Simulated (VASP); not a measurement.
Wanted: the native input for a VASP 6.6.1 run.

```yaml
Task: single point
Functional: PBE
Potentials_or_basis: VASP PAW PBE potentials, release 64 (Ce, O)
Cutoff: 520 eV
k_mesh: 12 × 12 × 12
Occupations: tetrahedron
Spin: no spin polarisation
Dipole_correction: no
Further_INCAR_settings: ALGO = Normal; EDIFF = 1e-06; NBANDS = 19
```

The structure of CeO2 lies in POSCAR:

```
CeO2
1.0
    0.0000000000      2.7321286902      2.7321286902
    2.7321286902      0.0000000000      2.7321286902
    2.7321286902      2.7321286902      0.0000000000
Ce O
1 2
Direct
    0.0000000000      0.0000000000      0.0000000000
    0.2500000000      0.2500000000      0.2500000000
    0.7500000000      0.7500000000      0.7500000000
```

The input as run:

INCAR

```
PREC     = Accurate       # precision mode
ENCUT    = 520            # plane-wave cutoff, eV
EDIFF    = 1E-6           # SCF threshold, eV
ISMEAR   = -5             # smearing method
SIGMA    = 0.1            # smearing width, eV
LREAL    = F              # projectors in reciprocal space
LASPH    = T              # aspherical terms in the spheres
NELM     = 80             # most SCF steps
ALGO     = Normal         # electronic algorithm
ISIF     = 2              # what is computed and relaxed
LWAVE    = F              # write WAVECAR
LCHARG   = T              # write CHGCAR
GGA      = PE             # functional
LELF     = T              # ELF
LVHAR    = T            
NBANDS   = 19             # bands
```

KPOINTS

```
Automatic mesh
0
Gamma
  12 12 12
```

Potentials or basis: VASP PAW PBE potentials, release 64 (Ce, O).

The run is started by

```bash
$ cat potpaw_PBE.64/Ce/POTCAR potpaw_PBE.64/O/POTCAR > POTCAR
$ mpirun -np 1 vasp_std > vasp.out
```

Results of the run:

```yaml
Pressure: 0.1 GPa
Band_gap_on_the_k_mesh: 1.86 eV (least direct gap 1.96 eV)
```

Caveat: spin-orbit coupling is left out, which moves the levels of the heavy elements.

Run time: 2.2 min on 1 thread of Intel Xeon 8259CL, with other jobs on the host, peak memory 0.22 GiB.
